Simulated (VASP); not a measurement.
# Rb4Ag12Se7 (a cell with a defect) in VASP: single point with LDA

Aim: the single point of Rb4Ag12Se7 (a cell with a defect) with LDA.

Program: VASP 6.6.1. These are calculated values, not measurements. Logs are shortened: lines on timing, memory, paths and dates and some standing lists are left out, and cuts for length are marked.

## (1) The cell of the first run

The cell holds a defect, 23 atoms: a = 8.747 Å, b = 8.549 Å, c = 8.787 Å, α = 66.92°, β = 90.00°, γ = 104.82°.

## (2) Single point, LDA

The input, INCAR:

```
PREC     = Accurate       # precision mode
ENCUT    = 520            # plane-wave cutoff, eV
EDIFF    = 1E-6           # SCF threshold, eV
ISMEAR   = -1             # smearing method
SIGMA    = 0.05           # smearing width, eV
LREAL    = Auto         
LASPH    = T              # aspherical terms in the spheres
NELM     = 100            # most SCF steps
ALGO     = Normal         # electronic algorithm
ISIF     = 2              # what is computed and relaxed
LWAVE    = F              # write WAVECAR
LCHARG   = F              # write CHGCAR
GGA      = CA             # functional
NBANDS   = 122            # bands
```

The input, KPOINTS:

```
Automatic mesh
0
Gamma
  2 2 2
```

The input, POSCAR:

```
Rb4Ag12Se7
1.0
   -0.0000002600      8.7474980000     -0.0000001200
    8.2641720700     -2.1868742500      0.0000000300
    3.5628630000      0.0000000000     -8.0324830000
Ag Se Rb
12 7 4
Direct
    0.0315596666      0.0985000031      0.5927794680
    0.5044647667      0.9035236196      0.4140051048
    0.3293667096      0.1537164898      0.3593982042
    0.2084664048      0.8238509640      0.6442554562
    0.3304967002      0.3742571043      0.5201603255
    0.1890420902      0.6515373741      0.4348362763
    0.5728068567      0.1519880866      0.5688569694
    0.9507792480      0.8310690798      0.4466347343
    0.8061175436      0.1246827979      0.3590837238
    0.7069540313      0.8279886119      0.6528224137
    0.8623530842      0.4241569349      0.5285696726
    0.6337133699      0.6202795776      0.4756290107
    0.2663330430      0.0495052520      0.7689167807
    0.1787431986      0.9700428691      0.2202335203
    0.0599808484      0.3985159878      0.3222962320
    0.3718030151      0.5912000339      0.6878561677
    0.7563427308      0.0476719339      0.7900172227
    0.5814419992      0.4320987935      0.3001081911
    0.8594935647      0.5795190273      0.7348753697
    0.0538660313      0.2810646298      0.9147830132
    0.4111258013      0.7272435186      0.0346310067
    0.5377899728      0.2549157601      0.9579811054
    0.9222731816      0.7354701862      0.0451496644
```

Potentials or basis: VASP PAW LDA potentials, release 64 (Ag, Se, Rb_sv).

Run with:

```sh
$ cat potpaw_LDA.64/Ag/POTCAR potpaw_LDA.64/Se/POTCAR potpaw_LDA.64/Rb_sv/POTCAR > POTCAR
$ mpirun -np 1 vasp_std > vasp.out
```

OUTCAR:

```text
PREC = Accurate
   ENCUT = 520
   EDIFF = 1E-6
   ISMEAR = -1
   LREAL = Auto
   LASPH = T
   NELM = 100
   ISIF = 2
   GGA = CA

 ion  position               nearest neighbor table
   1  0.032  0.099  0.593-  13 2.59  15 2.68  17 2.80   9 2.83   5 2.91   8 2.97   4 3.02  10 3.06
                             3 3.13  11 3.34  20 3.71  23 3.89
   2  0.504  0.904  0.414-  10 2.74   9 2.74  16 2.76  12 2.79   3 2.83   7 2.89   6 2.99   4 3.05
                            22 3.91  21 4.17
   3  0.329  0.154  0.359-  14 2.48  18 2.67   5 2.76   7 2.81   2 2.83   4 2.88   1 3.13   8 3.58
                            22 3.65  21 4.46  20 4.50
   4  0.208  0.824  0.644-  13 2.52  16 2.65   6 2.75   8 2.84   3 2.88   1 3.02   2 3.05  19 3.12
                             7 3.53  21 3.76  23 4.02  20 4.14
   5  0.330  0.374  0.520-  13 2.69  18 2.74  16 2.75   3 2.76   6 2.80  12 2.85   1 2.91  15 2.94
                             7 3.12  20 3.92  21 4.08  22 4.12
   6  0.189  0.652  0.435-  14 2.66  16 2.70  15 2.71   4 2.75   5 2.80   8 2.91  11 2.92   2 2.99
                            21 3.76  23 4.08  20 4.10
   7  0.573  0.152  0.569-  17 2.55  18 2.61   3 2.81   9 2.86  11 2.88   2 2.89  13 2.94  10 3.11
                             5 3.12   4 3.53  22 3.88  21 4.20
   8  0.951  0.831  0.447-  14 2.51  19 2.56  10 2.79  12 2.84   4 2.84   6 2.91   9 2.93   1 2.97
                            11 3.14   3 3.58  23 3.92  20 4.65
   9  0.806  0.125  0.359-  15 2.69   2 2.74  10 2.75   1 2.83   7 2.86   8 2.93  11 3.37  20 4.02
                            22 4.18  23 4.68
  10  0.707  0.828  0.653-  17 2.55  19 2.66   2 2.74  12 2.75   9 2.75   8 2.79  16 3.04   1 3.06
                             7 3.11  23 3.83  21 3.91  22 4.40
  11  0.862  0.424  0.529-  15 2.61  19 2.64  12 2.85   7 2.88   6 2.92  17 3.03   8 3.14  18 3.17
                             1 3.34   9 3.37  20 3.69  23 3.98  22 4.24
  12  0.634  0.620  0.476-  18 2.60  10 2.75   2 2.79   8 2.84   5 2.85  11 2.85  16 2.85  19 2.99
                            22 4.09  23 4.18  21 4.22
  13  0.266  0.050  0.769-   4 2.52   1 2.59   5 2.69   7 2.94  21 3.37  22 3.41  20 3.59  23 3.59

  14  0.179  0.970  0.220-   3 2.48   8 2.51   6 2.66  20 3.37  23 3.40  22 3.58  21 3.99
  15  0.060  0.399  0.322-  11 2.61   1 2.68   9 2.69   6 2.71   5 2.94  23 3.46  21 3.71  20 4.08

  16  0.372  0.591  0.688-   4 2.65   6 2.70   5 2.75   2 2.76  12 2.85  10 3.04  20 3.29  22 3.58
                            21 3.65
  17  0.756  0.048  0.790-   7 2.55  10 2.55   1 2.80  11 3.03  20 3.32  23 3.40  21 3.52  22 3.57
[... 5 lines left out ...]
  20  0.054  0.281  0.915-  16 3.29  19 3.31  17 3.32  14 3.37  13 3.59  11 3.69   1 3.71   5 3.92
                             9 4.02  15 4.08   6 4.10   4 4.14  23 4.18  22 4.30  22 4.47   3 4.50
  21  0.411  0.727  0.035-  18 3.37  13 3.37  17 3.52  16 3.65  15 3.71   4 3.76   6 3.76  10 3.91
                            14 3.99   5 4.08  22 4.13   2 4.17   7 4.20  12 4.22  23 4.30  23 4.46
  22  0.538  0.255  0.958-  19 3.35  13 3.41  17 3.57  14 3.58  16 3.58   3 3.65  18 3.84   7 3.88
                             2 3.91  12 4.09   5 4.12  21 4.13   9 4.18  11 4.24  20 4.30  10 4.40
  23  0.922  0.735  0.045-  14 3.40  17 3.40  15 3.46  19 3.46  18 3.48  13 3.59  10 3.83   1 3.89
                             8 3.92  11 3.98   4 4.02   6 4.08  20 4.18  12 4.18  21 4.30  21 4.46

  LATTYP: Found a triclinic cell.
 ALAT       =    19.5777848873
 B/A-ratio  =     1.0903423691
 C/A-ratio  =     1.1847236014
 COS(alpha) =     0.0039194406
 COS(beta)  =     0.6576895085
 COS(gamma) =     0.7534753679

  Lattice vectors:

 A1 = (  -3.5628624800, -17.4949960000,   8.0324832400)
 A2 = (   8.2641725900, -19.6818702500,   0.0000002700)
 A3 = ( -15.3898978100,  -6.5606237500,  16.0649660900)

Analysis of symmetry for initial positions (statically):
=====================================================================
 Subroutine PRICEL returns:
 Original cell was already a primitive cell.

 Routine SETGRP: Setting up the symmetry group for a
 triclinic supercell.

 Subroutine GETGRP returns: Found  1 space group operations
 (whereof  1 operations were pure point group operations)
 out of a pool of  2 trial point group operations.

The static configuration has the point symmetry C_1 .

Analysis of symmetry for dynamics (positions and initial velocities):
=====================================================================
 Subroutine PRICEL returns:
 Original cell was already a primitive cell.

 Routine SETGRP: Setting up the symmetry group for a
 triclinic supercell.

 Subroutine GETGRP returns: Found  1 space group operations
 (whereof  1 operations were pure point group operations)
 out of a pool of  2 trial point group operations.

The dynamic configuration has the point symmetry C_1 .

 Subroutine INISYM returns: Found  1 space group operations
 (whereof  1 operations are pure point group operations),
 and found     1 'primitive' translations

[... 82 lines left out ...]

  Shift w.r.t. Gamma in fractional coordinates (k-lattice)
     0.000000000  0.000000000  0.000000000

 Subroutine IBZKPT returns following result:
 ===========================================

 Found      8 irreducible k-points:

 Following reciprocal coordinates:
            Coordinates               Weight
  0.000000  0.000000  0.000000      1.000000
  0.500000  0.000000  0.000000      1.000000
  0.000000  0.500000  0.000000      1.000000
  0.500000  0.500000 -0.000000      1.000000
 -0.000000  0.000000  0.500000      1.000000
  0.500000 -0.000000  0.500000      1.000000
 -0.000000  0.500000  0.500000      1.000000
  0.500000  0.500000  0.500000      1.000000
   k-points           NKPTS =      8   k-points in BZ     NKDIM =      8   number of bands    NBANDS=    122
   number of dos      NEDOS =    301   number of ions     NIONS =     23
   total plane-waves  NPLWV = 313600
   dimension x,y,z NGX =    70 NGY =   64 NGZ =   70
   dimension x,y,z NGXF=   140 NGYF=  128 NGZF=  140
   ions per type =              12   7   4
   NGX,Y,Z   is equivalent  to a cutoff of  13.30, 12.45, 13.24 a.u.
   NGXF,Y,Z  is equivalent  to a cutoff of  26.61, 24.89, 26.49 a.u.
 SYSTEM =  unknown system
   PREC   = accura    normal or accurate (medium, high low for compatibility)
   ISTART =      0    job   : 0-new  1-cont  2-samecut
   ICHARG =      2    charge: 1-file 2-atom 10-const
   ISPIN  =      1    spin polarized calculation?
   LNONCOLLINEAR =      F non collinear calculations
   LSORBIT =      F    spin-orbit coupling
   LASPH  =      T    aspherical Exc in radial PAW
   ENCUT  =  520.0 eV  38.22 Ry    6.18 a.u.  16.26 15.89 16.34*2*pi/ulx,y,z
   NELM   =    100;   NELMIN=  2; NELMDL= -5     # of ELM steps
   EDIFF  = 0.1E-05   stopping-criterion for ELM
   LREAL  =      T    real-space projection
   EDIFFG = 0.1E-04   stopping-criterion for IOM
   NSW    =      0    number of steps for IOM
   IBRION =     -1    ionic relax: 0-MD 1-quasi-New 2-CG
   NFREE  =      0    steps in history (QN), initial steepest desc. (CG)
   ISIF   =      2    stress and relaxation
   ISYM   =      2    0-nonsym 1-usesym 2-fastsym
   POTIM  = 0.5000    time-step for ionic-motion
   TEBEG  =    0.0;   TEEND  =   0.0 temperature during run
   PSTRESS=    0.0 pullay stress
   NELECT =     210.0000    total number of electrons
   NUPDOWN=      -1.0000    fix difference up-down
   EMIN   =  10.00;   EMAX   =-10.00  energy-range for DOS
   EFERMI =   0.00;   METHOD = LEGACY
   ISMEAR =    -1;   SIGMA  =   0.05  broadening in eV -4-tet -1-fermi 0-gaus
   EFERMI_NEDOS =   21; number of points for ismear=-14 and -15
   IALGO  =     38    algorithm
   IMIX   =      4    mixing-type and parameters
     AMIX     =   0.40;   BMIX     =  1.00
     AMIX_MAG =   1.60;   BMIX_MAG =  1.00
  volume/ion in A,a.u.               =      25.25       170.37
  Fermi-wavevector in a.u.,A,eV,Ry     =   1.166372  2.204123 18.509674  1.360423
  Thomas-Fermi vector in A             =   2.302886
   LORBIT       =      0    0 simple, 1 ext, 2 COOP (PROOUT), +10 PAW based schemes
   GGA     = CA    functional components
   LHFCALC =     F    Hartree Fock is set to
   AEXX    =    0.0000 exact exchange contribution
   IVDW    =     0    specifies the selected vdW correction
   LEPSILON=     F    determine dielectric tensor
   LRPA    =     F    only Hartree local field effects (RPA)
 non-spin polarized calculation
  energy-cutoff  :      520.00
  volume of cell :      580.67
 maximum number of plane-waves:     15676
 NGX is ok and might be reduce to    70
   NGX = 33   NGY = 31   NGZ = 33

 number of electron     210.0000000 magnetization

 Free energy of the ion-electron system (eV)
  ---------------------------------------------------
  ext. energy  EPLUGINS =         0.00000000
  ---------------------------------------------------
  free energy    TOTEN  =       -85.87150546 eV

  energy without entropy =      -85.87116642  energy(sigma->0) =      -85.87133594

 E-fermi :   3.9743     XC(G=0):  -9.8439

 val. band max:        3.6390410162   @ k =   0.5000   0.5000   0.5000
 cond. band min:       4.3515854543   @ k =   0.5000   0.0000   0.0000
 fundamental gap:      0.7125444381
 Fermi energy:         3.9742856008

 k-point     1 :       0.0000    0.0000    0.0000
  band No.  band energies     occupation
      1     -23.1814      2.00000
      2     -23.1663      2.00000
      3     -22.9935      2.00000
      4     -22.9669      2.00000
      5      -9.3941      2.00000
      6      -9.2501      2.00000
[... 949 lines left out ...]
    116       7.1460      0.00000
    117       7.4754      0.00000
 [bands above 117 left out]

------------------------ aborting loop because EDIFF is reached ----------------------------------------

  FORCE on cell =-STRESS in cart. coord.  units (eV):
  Direction    XX          YY          ZZ          XY          YZ          ZX
  --------------------------------------------------------------------------------------
  -------------------------------------------------------------------------------------
  Total       -8.4901254     -7.8967015     -5.0708374     -1.0228111     -0.5244495      0.2259586
  in kB      -23.4256512    -21.7882972    -13.9912737     -2.8221038     -1.4470424      0.6234570
  external PRESSURE =     -19.7350741 kB  Pullay stress =       0.0000000 kB

 VOLUME and BASIS-vectors are now :
 -----------------------------------------------------------------------------
  energy-cutoff  :      520.00
  volume of cell :      580.67
      direct lattice vectors                 reciprocal lattice vectors
    -0.000000260  8.747498000 -0.000000120     0.030251061  0.114318404  0.013418066
     8.264172070 -2.186874250  0.000000030     0.121004258  0.000000004  0.053672270
     3.562863000  0.000000000 -8.032483000     0.000000000 -0.000000002 -0.124494506

 POSITION                                       TOTAL-FORCE (eV/Angst)
 -----------------------------------------------------------------------------------
      2.92601      0.06066     -4.76149         0.050259     -0.010276     -0.003090
      8.94192      2.43691     -3.32549         0.034931     -0.027356      0.004995
      2.55083      2.54498     -2.88686         0.139574     -0.010828     -0.031365
      9.10384      0.02190     -5.17497        -0.027126     -0.043453      0.004373
      4.94619      2.07257     -4.17818         0.097004     -0.030656     -0.072594
      6.93368      0.22881     -3.49282         0.015293     -0.075776      0.101018
[... 15 lines left out ...]
      5.51982      4.14685     -7.69497         0.011614      0.024059      0.028948
      6.23891      6.45920     -0.36266        -0.042154     -0.012039      0.003229
 -----------------------------------------------------------------------------------
    total drift:                                0.010075      0.003566      0.012719

  FREE ENERGIE OF THE ION-ELECTRON SYSTEM (eV)
  ---------------------------------------------------
  free  energy   TOTEN  =       -85.8715054624 eV

  energy  without entropy=      -85.8711664157  energy(sigma->0) =      -85.87133594
```

It took 38 min on 1 thread of Intel Xeon 8259CL, shared host; peak memory 0.69 GiB.

Results:

```yaml
Free_energy: -85.8715 eV
Pressure: -2.0 GPa
Largest_force: 0.431 eV/Å
Band_gap_on_the_k_mesh: 0.71 eV
```

Forces in eV/Å, atoms in the order of the input:
```
Ag   0.050 -0.010 -0.003
Ag   0.035 -0.027  0.005
Ag   0.140 -0.011 -0.031
Ag  -0.027 -0.043  0.004
Ag   0.097 -0.031 -0.073
Ag   0.015 -0.076  0.101
Ag   0.054 -0.005 -0.104
Ag   0.078 -0.064  0.085
Ag   0.039 -0.040 -0.017
Ag  -0.024 -0.012  0.040
Ag   0.036  0.024 -0.050
Ag   0.041  0.015  0.070
Se  -0.023  0.005 -0.009
Se  -0.206  0.376  0.045
Se  -0.115 -0.056  0.029
Se  -0.061 -0.049  0.042
Se  -0.011  0.004 -0.070
Se  -0.079 -0.038  0.001
Se   0.009  0.041  0.042
Rb  -0.010  0.001 -0.134
Rb  -0.008 -0.017 -0.005
Rb   0.012  0.024  0.029
Rb  -0.042 -0.012  0.003
```

Caveat: semilocal functionals underestimate gaps, and a narrow one can read as zero.
